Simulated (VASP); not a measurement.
CuO:

```xyz
4
Lattice="2.8602 0.0000 0.0000 0.0388 2.8600 0.0000 0.0174 0.0171 5.1416" Properties=species:S:1:pos:R:3 pbc="T T T"
Cu    0.0194    1.4300    0.0000
Cu    1.4388    0.0086    2.5708
O     2.8688    0.0176    3.8556
O     0.0476    2.8595    1.2860
```

Base run:

| Quantity | Value |
| --- | --- |
| Program | VASP 6.6.1 |
| Functional | PBE |
| Potentials or basis | VASP PAW PBE potentials, release 64 (Cu_sv_GW, O) |
| Cutoff | 700 eV |
| k mesh | 9 × 9 × 5 |
| Occupations | fermi-dirac, width 0.05 eV |
| Spin | no spin polarisation |

Its results: band gap on the k mesh zero (bands 25 and 26 overlap by 0.95 eV); pressure 6.8 GPa; largest force 0.011 eV/Å.

Q: The run is repeated on the same cell with these changes: functional from PBE to PBEsol. What comes out?

A: Band gap on the k mesh zero (bands 25 and 26 overlap by 0.97 eV); pressure -1.2 GPa; largest force 0.012 eV/Å.

PBEsol binds more tightly than PBE, so the same cell stands under less pressure.

Caveats: semilocal functionals often make such compounds metallic where correlation or magnetic order opens a gap, which also shifts bond lengths; the cell stands under pressure (at least some runs); the PAW data sets were made with another functional, which shifts forces and pressure a little (at least some runs).
